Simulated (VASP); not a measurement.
Here is a VASP 6.6.1 calculation.

File POSCAR:

```
Sb
1.0
    2.9586514565      0.0000000000      0.0000000000
    0.0000000000      2.9586514565      0.0000000000
    0.0000000000      0.0000000000      2.9586514565
Sb
1
Direct
    0.0000000000      0.0000000000      0.0000000000
```

Contents of INCAR.step1:

```
SYSTEM = Sb
ALGO     = Normal         ! electronic algorithm
EDIFF    = 1E-4           ! SCF threshold, eV
ENCUT    = 520            ! plane-wave cutoff, eV
GGA      = PE             ! functional
ISMEAR   = 0              ! smearing method
LASPH    = .True.         ! aspherical terms in the spheres
LCHARG   = .False.        ! write CHGCAR
LREAL    = .False.        ! projectors in reciprocal space
LWAVE    = .True.         ! write WAVECAR
NBANDS   = 8              ! bands
NELM     = 80             ! most SCF steps
PREC     = Accurate       ! precision mode
SIGMA    = 0.1            ! smearing width, eV
```

The input INCAR.step2:

```
SYSTEM = Sb
ALGO     = Normal         ! electronic algorithm
EDIFF    = 1E-6           ! SCF threshold, eV
ENCUT    = 520            ! plane-wave cutoff, eV
ISIF     = 2              ! what is computed and relaxed
ISMEAR   = 0              ! smearing method
ISTART   = 1            
LASPH    = .True.         ! aspherical terms in the spheres
LCHARG   = .False.        ! write CHGCAR
LMIXTAU  = .True.       
LREAL    = .False.        ! projectors in reciprocal space
LWAVE    = .False.        ! write WAVECAR
METAGGA  = R2SCAN         ! meta-GGA
NBANDS   = 8              ! bands
NELM     = 80             ! most SCF steps
PREC     = Accurate       ! precision mode
SIGMA    = 0.1            ! smearing width, eV
```

Contents of KPOINTS:

```
k-points
0
Gamma
  14 14 14
  0 0 0
```

Potentials or basis: VASP PAW PBE potentials, release 64 (Sb).

Run with:

```console
$ cat potpaw_PBE.64/Sb/POTCAR > POTCAR
$ cp INCAR.step1 INCAR
$ mpirun -np 1 vasp_std > vasp.out
$ cp INCAR.step2 INCAR
$ mpirun -np 1 vasp_std > vasp.out
```

(1) Predict the pressure.

(2) Estimate the band gap on the k mesh.

## Answers

(1) 10.2 GPa.

(2) zero (an odd number of electrons rules out a gap without spin polarisation).

Caveat: the cell stands under pressure; the PAW data sets were made with another functional, which shifts forces and pressure a little; spin-orbit coupling is left out, which moves the levels of the heavy elements; an odd number of electrons without spin polarisation forces a metal; a magnetic or distorted state may lie lower.
